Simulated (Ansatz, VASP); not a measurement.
**Two plane-wave programs on Pd**

```
Pd
1.0
     2.59538    0.00000    0.00000
     0.00000    2.59538    0.00000
     0.00000    0.00000    2.59538
Pd
1
Direct
  0.00000 0.00000 0.00000
```

Change from the starting cell: volume scaled by 0.98, PAW files.

Alike in both runs: task electric field gradients; functional PBE; k mesh 13 × 13 × 13; occupations fermi-dirac, width 0.03 eV; no spin polarisation.

```csv
,VASP,Ansatz
version,VASP 6.6.1,Ansatz 0.2.0
potentials or method,"VASP PAW PBE potentials, release 64 (Pd)","PAW with Ansatz's default frozen-core files, scalar-relativistic"
plane-wave cutoff (eV),520,420
valence electrons in the cell,10,18
```

Ansatz gave:

| Quantity | Value |
| --- | --- |
| pressure (GPa) | 2.6 |

Which values does VASP return?

Pressure (GPa): 2.2.

The functional is the same, so the differences come from potentials, cutoffs and numerics. VASP's potentials hold 10 valence electrons a cell and Ansatz's 18, so a difference there can come from the potentials and not from the codes.
